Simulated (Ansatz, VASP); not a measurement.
HfNiP2 in VASP and in Ansatz

```
Hf Ni P
1.0
     2.94387    0.00000    0.00000
    -1.47194    2.54947    0.00000
     0.00000    0.00000    9.33726
Hf Ni P
1 1 2
Direct
  0.00000 0.00000 0.00000
  0.00000 0.00000 0.50000
  0.00000 0.00000 0.72731
  0.00000 0.00000 0.27269
```

Alike in both runs: functional PBE; k mesh 18 × 18 × 6; occupations gaussian, width 0.1 eV; no spin polarisation.

Ansatz relaxed the structure, and its values are those at the end. VASP's run is a single point on that final structure, the one shown.

|  | VASP | Ansatz |
| --- | --- | --- |
| version | VASP 6.6.1 | Ansatz 0.2.0 |
| potentials or method | VASP PAW PBE potentials, release 64 (Hf_pv, Ni, P), cutoff 520 eV | scalar-relativistic, plane waves, PAW |
| valence electrons in the cell | 30 | 54 |

```csv
,VASP,Ansatz,Ansatz less VASP
gap on the k mesh at the Fermi level (eV),none,none,-
pressure (GPa),0.1,0.0,-0.07
rms of the force components (eV/Å),0.007,0.000,-0.0065
```

A gap of «none» marks a metal or a gap that the smearing closes. VASP's potentials hold 30 valence electrons a cell and Ansatz's 54, so a difference there can come from the potentials and not from the codes.

Neither program's run includes spin-orbit coupling.
